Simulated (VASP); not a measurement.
Here is a VASP 6.6.1 calculation.

Contents of INCAR:

```
ALGO     = Fast           # electronic algorithm
EDIFF    = 1E-6           # SCF threshold, eV
EDIFFG   = -0.04          # ionic threshold
ENCUT    = 600            # plane-wave cutoff, eV
GGA      = PE             # functional
IBRION   = 2              # ionic algorithm
ISIF     = 3              # what is computed and relaxed
ISMEAR   = 0              # smearing method
LASPH    = True           # aspherical terms in the spheres
LCHARG   = False          # write CHGCAR
LREAL    = False          # projectors in reciprocal space
LWAVE    = False          # write WAVECAR
NELM     = 60             # most SCF steps
NSW      = 90             # ionic steps
PREC     = Accurate       # precision mode
SIGMA    = 0.1            # smearing width, eV
```

File KPOINTS:

```
k-points
0
Gamma
  6 6 4
```

POSCAR

```
Zr2SbH
1.0
    3.9992805800      0.0000000000      0.0000000000
   -1.9996402900      3.4634785800      0.0000000000
    0.0000000000      0.0000000000      6.1988848900
Zr Sb H
2 1 1
Direct
    0.0000000000      0.0000000000      0.7500000000
    0.0000000000      0.0000000000      0.2500000000
    0.6666666700      0.3333333300      0.5000000000
    0.3333333300      0.6666666700      0.0000000000
```

Potentials or basis: VASP PAW PBE potentials, release 64 (Zr_sv, Sb, H).

Launch:

```bash
$ cat potpaw_PBE.64/Zr_sv/POTCAR potpaw_PBE.64/Sb/POTCAR potpaw_PBE.64/H/POTCAR > POTCAR
$ mpirun -np 1 vasp_std > vasp.out
```

Q: Estimate the space group after relaxing (to 0.1 Å).

A: P-6m2 (No. 187).

Q: Predict the relaxed volume.

A: 17.76 Å³/atom.

Q: Predict the relaxed cell.

A: a = 3.262 Å, b = 3.262 Å, c = 7.705 Å, α = 90.00°, β = 90.00°, γ = 120.00°.

Q: Estimate the band gap on the k mesh.

A: Zero (bands 15 and 16 overlap by 1.19 eV).

Stress tensor (GPa, compression positive):
```
-0.17  0.00  0.00
 0.00 -0.17  0.00
 0.00  0.00  0.17
```

Caveat: the volume moved by over 15 % at a fixed basis, so the end points are rough; spin-orbit coupling is left out, which moves the levels of the heavy elements.
